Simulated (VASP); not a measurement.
# AlN (P1) in VASP: single point with PBE

Aim: the single point of AlN with PBE.

Everything below comes from runs of VASP 6.6.1. Logs are shortened: lines on timing, memory, paths and dates and some standing lists are left out, and cuts for length are marked.

### Step 1. The cell of the first run

The typed cell holds 12 atoms: a = 3.114 Å, b = 3.114 Å, c = 15.288 Å, α = 86.11°, β = 88.05°, γ = 60.00°.

### Step 2. Single point, PBE

INCAR reads:

```
PREC = Accurate
ENCUT = 520
EDIFF = 1E-7
ISMEAR = 0
SIGMA = 0.05
LREAL = False
LASPH = True
NELM = 100
ALGO = Normal
ISIF = 2
LWAVE = False
LCHARG = False
GGA = PE
NBANDS = 36
```

KPOINTS reads:

```
regular mesh
0
Gamma
  8 8 2
```

POSCAR reads:

```
AlN
1.0
    2.2015871003     -2.2015871003      0.0000000000
    2.2015871003      0.0000000000     -2.2015871003
    9.5402107680      8.8063484012      8.0724860344
Al N
6 6
Direct
    1.0000000000     -0.1319333333      0.3958000000
    0.3333333333      0.2569555556      0.2291333333
    0.6666666667      0.4791777778      0.5624666667
    1.0000000000      0.7014000000      0.8958000000
    0.3333333333      0.0902888889      0.7291333333
    0.6666666667      0.6458444444      0.0624666667
    0.6666666667      0.5208444444      0.4374666667
    1.0000000000     -0.0902666667      0.2708000000
    0.3333333333      0.1319555556      0.6041333333
    0.6666666667      0.3541777778      0.9374666667
    0.0000000000     -0.2569333333      0.7708000000
    0.3333333333      0.2986222222      0.1041333333
```

Potentials or basis: VASP PAW PBE potentials, release 64 (Al, N).

Run with:

```console
$ cat potpaw_PBE.64/Al/POTCAR potpaw_PBE.64/N/POTCAR > POTCAR
$ mpirun -np 1 vasp_std > vasp.out
```

OUTCAR:

```text
PREC = Accurate
   ENCUT = 520
   EDIFF = 1E-7
   ISMEAR = 0
   LREAL = False
   LASPH = True
   NELM = 100
   ISIF = 2
   GGA = PE

 ion  position               nearest neighbor table
   1  0.000  0.868  0.396-   8 1.91   7 1.91   7 1.91   7 1.91   3 3.11   2 3.11   3 3.11   2 3.11
                             3 3.11   2 3.11
   2  0.333  0.257  0.229-  12 1.91   8 1.91   8 1.91   8 1.91   6 3.11   6 3.11   6 3.11   1 3.11
                             1 3.11   1 3.11
   3  0.667  0.479  0.562-   9 1.91   9 1.91   9 1.91   7 1.91   5 3.11   5 3.11   5 3.11   1 3.11
                             1 3.11   1 3.11
   4  0.000  0.701  0.896-  10 1.91  11 1.91  10 1.91  10 1.91   6 2.75   5 3.11   5 3.11   5 3.11
                             6 3.28
   5  0.333  0.090  0.729-  11 1.91   9 1.91  11 1.91  11 1.91   3 3.11   3 3.11   3 3.11   4 3.11
                             4 3.11   4 3.11
   6  0.667  0.646  0.062-  12 1.91  12 1.91  12 1.91  10 2.17   4 2.75   2 3.11   2 3.11   2 3.11
                             4 3.28
   7  0.667  0.521  0.437-   3 1.91   1 1.91   1 1.91   1 1.91
   8  0.000  0.910  0.271-   1 1.91   2 1.91   2 1.91   2 1.91
   9  0.333  0.132  0.604-   3 1.91   3 1.91   3 1.91   5 1.91
  10  0.667  0.354  0.937-   4 1.91   4 1.91   4 1.91   6 2.17
  11  0.000  0.743  0.771-   5 1.91   4 1.91   5 1.91   5 1.91
  12  0.333  0.299  0.104-   6 1.91   6 1.91   6 1.91   2 1.91

  LATTYP: Found a base centered monoclinic cell.
 ALAT       =     3.1135143360
 B/A-ratio  =     1.7320508076
 C/A-ratio  =     4.9103066209
 COS(beta)  =    -0.0678844233

  Lattice vectors:

 A1 = (  -2.2015871003,   2.2015871003,   0.0000000000)
 A2 = (   0.0000000000,  -2.2015871003,   2.2015871003)
 A3 = (   9.5402107680,   8.8063484012,   8.0724860344)

Analysis of symmetry for initial positions (statically):
=====================================================================
 Subroutine PRICEL returns:
 Original cell was already a primitive cell.

 Routine SETGRP: Setting up the symmetry group for a
 base centered monoclinic supercell.

 Subroutine GETGRP returns: Found  1 space group operations
 (whereof  1 operations were pure point group operations)
 out of a pool of  4 trial point group operations.

The static configuration has the point symmetry C_1 .

Analysis of symmetry for dynamics (positions and initial velocities):
=====================================================================
 Subroutine PRICEL returns:
 Original cell was already a primitive cell.

 Routine SETGRP: Setting up the symmetry group for a
 base centered monoclinic supercell.

 Subroutine GETGRP returns: Found  1 space group operations
 (whereof  1 operations were pure point group operations)
 out of a pool of  4 trial point group operations.

The dynamic configuration has the point symmetry C_1 .

 Subroutine INISYM returns: Found  1 space group operations
 (whereof  1 operations are pure point group operations),
 and found     1 'primitive' translations

----------------------------------------------------------------------------------------

                                     Primitive cell

  volume of cell :     128.0527

  direct lattice vectors                    reciprocal lattice vectors
     2.201587100 -2.201587100  0.000000000     0.151405926 -0.302811852  0.151405926
     2.201587100  0.000000000 -2.201587100     0.138788765  0.138788765 -0.315429012
     9.540210768  8.806348401  8.072486034     0.037851481  0.037851481  0.037851481

  length of vectors
     3.113514336  3.113514336 15.288310058     0.370867262  0.371510571  0.065560689

  position of ions in fractional coordinates (direct lattice)
     1.000000000  0.868066667  0.395800000
     0.333333333  0.256955556  0.229133333
     0.666666667  0.479177778  0.562466667
     1.000000000  0.701400000  0.895800000
     0.333333333  0.090288889  0.729133333
     0.666666667  0.645844444  0.062466667
     0.666666667  0.520844444  0.437466667
     1.000000000  0.909733333  0.270800000
     0.333333333  0.131955556  0.604133333
     0.666666667  0.354177778  0.937466667
     1.000000000  0.743066667  0.770800000
     0.333333333  0.298622222  0.104133333

  ion indices of the primitive-cell ions
   primitive index   ion index
                 1           1
                 2           2
                 3           3
                 4           4
                 5           5
                 6           6
                 7           7
                 8           8
                 9           9
                10          10
                11          11
                12          12

----------------------------------------------------------------------------------------

 KPOINTS: regular mesh

Automatic generation of k-mesh.
 Grid dimensions read from file:
 generate k-points for:    8    8    2

 Generating k-lattice:

  Cartesian coordinates                     Fractional coordinates (reciprocal lattice)
     0.018925741 -0.037851481  0.018925741     0.125000000  0.000000000 -0.000000000
     0.017348596  0.017348596 -0.039428627     0.000000000  0.125000000  0.000000000
     0.018925741  0.018925741  0.018925741     0.000000000  0.000000000  0.500000000

  Length of vectors
     0.046358408  0.046438821  0.032780345

  Shift w.r.t. Gamma in fractional coordinates (k-lattice)
     0.000000000  0.000000000  0.000000000

 Subroutine IBZKPT returns following result:
 ===========================================

 Found     68 irreducible k-points:

 Following reciprocal coordinates:
            Coordinates               Weight
  0.000000  0.000000  0.000000      1.000000
  0.125000  0.000000  0.000000      2.000000
  0.250000  0.000000  0.000000      2.000000
  0.375000  0.000000  0.000000      2.000000
  0.500000  0.000000  0.000000      1.000000
  0.000000  0.125000  0.000000      2.000000
[... 16 lines left out ...]
 -0.375000 -0.375000 -0.000000      2.000000
  0.125000  0.375000  0.000000      2.000000
 [... further k-points ...]
   k-points           NKPTS =     68   k-points in BZ     NKDIM =     68   number of bands    NBANDS=     36
   number of dos      NEDOS =    301   number of ions     NIONS =     12
   total plane-waves  NPLWV =  69120
   dimension x,y,z NGX =    24 NGY =   24 NGZ =  120
   dimension x,y,z NGXF=    48 NGYF=   48 NGZF=  240
   ions per type =               6   6
   NGX,Y,Z   is equivalent  to a cutoff of  12.81, 12.81, 13.05 a.u.
   NGXF,Y,Z  is equivalent  to a cutoff of  25.63, 25.63, 26.10 a.u.
 SYSTEM =  unknown system
   PREC   = accura    normal or accurate (medium, high low for compatibility)
   ISTART =      0    job   : 0-new  1-cont  2-samecut
   ICHARG =      2    charge: 1-file 2-atom 10-const
   ISPIN  =      1    spin polarized calculation?
   LNONCOLLINEAR =      F non collinear calculations
   LSORBIT =      F    spin-orbit coupling
   LASPH  =      T    aspherical Exc in radial PAW
   ENCUT  =  520.0 eV  38.22 Ry    6.18 a.u.   5.79  5.79 28.43*2*pi/ulx,y,z
   NELM   =    100;   NELMIN=  2; NELMDL= -5     # of ELM steps
   EDIFF  = 0.1E-06   stopping-criterion for ELM
   LREAL  =      F    real-space projection
   EDIFFG = 0.1E-05   stopping-criterion for IOM
   NSW    =      0    number of steps for IOM
   IBRION =     -1    ionic relax: 0-MD 1-quasi-New 2-CG
   NFREE  =      0    steps in history (QN), initial steepest desc. (CG)
   ISIF   =      2    stress and relaxation
   ISYM   =      2    0-nonsym 1-usesym 2-fastsym
   POTIM  = 0.5000    time-step for ionic-motion
   TEBEG  =    0.0;   TEEND  =   0.0 temperature during run
   PSTRESS=    0.0 pullay stress
   NELECT =      48.0000    total number of electrons
   NUPDOWN=      -1.0000    fix difference up-down
   EMIN   =  10.00;   EMAX   =-10.00  energy-range for DOS
   EFERMI =   0.00;   METHOD = LEGACY
   ISMEAR =     0;   SIGMA  =   0.05  broadening in eV -4-tet -1-fermi 0-gaus
   EFERMI_NEDOS =   21; number of points for ismear=-14 and -15
   IALGO  =     38    algorithm
   IMIX   =      4    mixing-type and parameters
     AMIX     =   0.40;   BMIX     =  1.00
     AMIX_MAG =   1.60;   BMIX_MAG =  1.00
  volume/ion in A,a.u.               =      10.67        72.01
  Fermi-wavevector in a.u.,A,eV,Ry     =   1.180390  2.230614 18.957286  1.393321
  Thomas-Fermi vector in A             =   2.316684
   LORBIT       =      0    0 simple, 1 ext, 2 COOP (PROOUT), +10 PAW based schemes
   GGA     = PE    functional components
   LHFCALC =     F    Hartree Fock is set to
   AEXX    =    0.0000 exact exchange contribution
   IVDW    =     0    specifies the selected vdW correction
   LEPSILON=     F    determine dielectric tensor
   LRPA    =     F    only Hartree local field effects (RPA)
 non-spin polarized calculation
 Gauss-broadening in eV      SIGMA  =   0.05
  energy-cutoff  :      520.00
  volume of cell :      128.05
 maximum number of plane-waves:      3466
   NGX = 11   NGY = 11   NGZ = 57

 number of electron      48.0000002 magnetization

 Free energy of the ion-electron system (eV)
  ---------------------------------------------------
  ext. energy  EPLUGINS =         0.00000000
  ---------------------------------------------------
  free energy    TOTEN  =       -88.13883355 eV

  energy without entropy =      -88.13883355  energy(sigma->0) =      -88.13883355

 E-fermi :   6.3609     XC(G=0): -10.8476

 val. band max:        6.1164004470   @ k =   0.0000   0.0000   0.0000
 cond. band min:       9.0247871923   @ k =   0.0000   0.5000   0.0000
 fundamental gap:      2.9083867453
 Fermi energy:         6.3608715972

 k-point     1 :       0.0000    0.0000    0.0000
  band No.  band energies     occupation
      1      -9.0821      2.00000
      2      -8.7024      2.00000
      3      -8.6420      2.00000
      4      -7.7467      2.00000
      5      -7.6760      2.00000
      6      -7.0519      2.00000
[... 28 lines left out ...]
     35      16.8885      0.00000
     36      16.9881      0.00000

 k-point     2 :       0.1250    0.0000    0.0000
  band No.  band energies     occupation
      1      -8.8856      2.00000
      2      -8.5171      2.00000
      3      -8.4549      2.00000
      4      -7.5979      2.00000
      5      -7.5248      2.00000
      6      -6.9358      2.00000
[... 28 lines left out ...]
     35      16.7044      0.00000
     36      17.0409      0.00000

 k-point     3 :       0.2500    0.0000    0.0000
  band No.  band energies     occupation
      1      -8.3385      2.00000
      2      -8.0128      2.00000
      3      -7.9371      2.00000
      4      -7.2204      2.00000
      5      -7.1261      2.00000
      6      -6.6552      2.00000
[... 28 lines left out ...]
     35      15.9827      0.00000
     36      16.4629      0.00000

 k-point     4 :       0.3750    0.0000    0.0000
  band No.  band energies     occupation
      1      -7.6021      2.00000
      2      -7.3904      2.00000
      3      -7.2348      2.00000
      4      -6.8686      2.00000
      5      -6.6611      2.00000
      6      -6.4289      2.00000
[... 28 lines left out ...]
     35      15.4929      0.00000
     36      15.5967      0.00000

 k-point     5 :       0.5000    0.0000    0.0000
  band No.  band energies     occupation
      1      -7.1474      2.00000
      2      -6.9875      2.00000
      3      -6.9113      2.00000
      4      -6.6736      2.00000
      5      -6.5930      2.00000
      6      -6.3880      2.00000
[... 655 lines left out ...]
 k-point    22 :       0.0000    0.3750    0.0000
  band No.  band energies     occupation
      1      -7.6192      2.00000
      2      -7.4250      2.00000
      3      -7.1933      2.00000
      4      -6.8986      2.00000
      5      -6.6097      2.00000
      6      -6.3785      2.00000
[... 28 lines left out ...]
     35      15.4794      0.00000
     36      15.6339      0.00000

 k-point    23 :      -0.3750   -0.3750   -0.0000
  band No.  band energies     occupation
      1      -7.5996      2.00000
      2      -7.3568      2.00000
      3      -7.2664      2.00000
      4      -6.8051      2.00000
      5      -6.7073      2.00000
      6      -6.4112      2.00000
[... 28 lines left out ...]
     35      15.4277      0.00000
     36      15.9589      0.00000

 k-point    24 :       0.1250    0.3750    0.0000
  band No.  band energies     occupation
      1      -7.8656      2.00000
      2      -7.6312      2.00000
      3      -7.4405      2.00000
      4      -6.9923      2.00000
      5      -6.7529      2.00000
      6      -6.4487      2.00000
[... 28 lines left out ...]
     35      15.7933      0.00000
     36      16.0106      0.00000

 [... further k-points ...]
[... 5 lines left out ...]
  --------------------------------------------------------------------------------------
  -------------------------------------------------------------------------------------
  Total       -4.3124265      2.2226035     -0.7009835     -0.8522447      2.5884991      1.1801421
  in kB      -53.9564578     27.8088939     -8.7706048    -10.6631629     32.3869261     14.7657676
  external PRESSURE =     -11.6393895 kB  Pullay stress =       0.0000000 kB

 VOLUME and BASIS-vectors are now :
 -----------------------------------------------------------------------------
  energy-cutoff  :      520.00
  volume of cell :      128.05
      direct lattice vectors                 reciprocal lattice vectors
     2.201587100 -2.201587100  0.000000000     0.151405926 -0.302811852  0.151405926
     2.201587100  0.000000000 -2.201587100     0.138788765  0.138788765 -0.315429012
     9.540210768  8.806348401  8.072486034     0.037851481  0.037851481  0.037851481

 POSITION                                       TOTAL-FORCE (eV/Angst)
 -----------------------------------------------------------------------------------
      5.68714      3.48555      1.28397         0.027201      0.030483      0.031954
      3.48555      1.28397      1.28397         0.027557      0.125011      0.066043
      7.88873      3.48555      3.48555         0.029493      0.030033      0.030281
     10.09031      7.88873      5.68714        -0.155728     -0.615448     -0.277963
      7.88873      5.68714      5.68714         0.026739      0.038517      0.038851
      3.48555     -0.91762     -0.91762        -1.025228     -0.026298      0.484049
      6.78793      2.38476      2.38476        -0.030046     -0.028197     -0.029410
      4.58635      2.38476      0.18317        -0.038584     -0.025248     -0.015100
      6.78793      4.58635      4.58635        -0.026257     -0.030634     -0.033054
     11.19111      6.78793      6.78793         1.277306     -0.057756     -0.321834
      8.98952      6.78793      4.58635        -0.005981     -0.035076     -0.090139
      2.38476      0.18317      0.18317        -0.106472      0.594613      0.116321
 -----------------------------------------------------------------------------------
    total drift:                               -0.000208     -0.001050     -0.000014

  FREE ENERGIE OF THE ION-ELECTRON SYSTEM (eV)
  ---------------------------------------------------
  free  energy   TOTEN  =       -88.1388335512 eV

  energy  without entropy=      -88.1388335512  energy(sigma->0) =      -88.13883355
```

It took 2.4 min on 1 thread of Intel Xeon 6975P-C (Granite Rapids), shared host; peak memory 0.38 GiB.

What came out:

```yaml
Free_energy: -88.1388 eV
Pressure: -1.2 GPa
Largest_force: 1.318 eV/Å
Band_gap_on_the_k_mesh: 2.91 eV, indirect (least direct gap 3.16 eV)
```

Forces in eV/Å, atoms in the order of the input:
```
Al   0.027  0.030  0.032
Al   0.028  0.125  0.066
Al   0.029  0.030  0.030
Al  -0.156 -0.615 -0.278
Al   0.027  0.039  0.039
Al  -1.025 -0.026  0.484
N   -0.030 -0.028 -0.029
N   -0.039 -0.025 -0.015
N   -0.026 -0.031 -0.033
N    1.277 -0.058 -0.322
N   -0.006 -0.035 -0.090
N   -0.106  0.595  0.116
```

Stress tensor (GPa, compression positive):
```
-5.40 -1.07  1.48
-1.07  2.78  3.24
 1.48  3.24 -0.88
```

Caveat: forces of over 1 eV/Å act on the atoms, so gaps and moduli don't describe the material at rest.
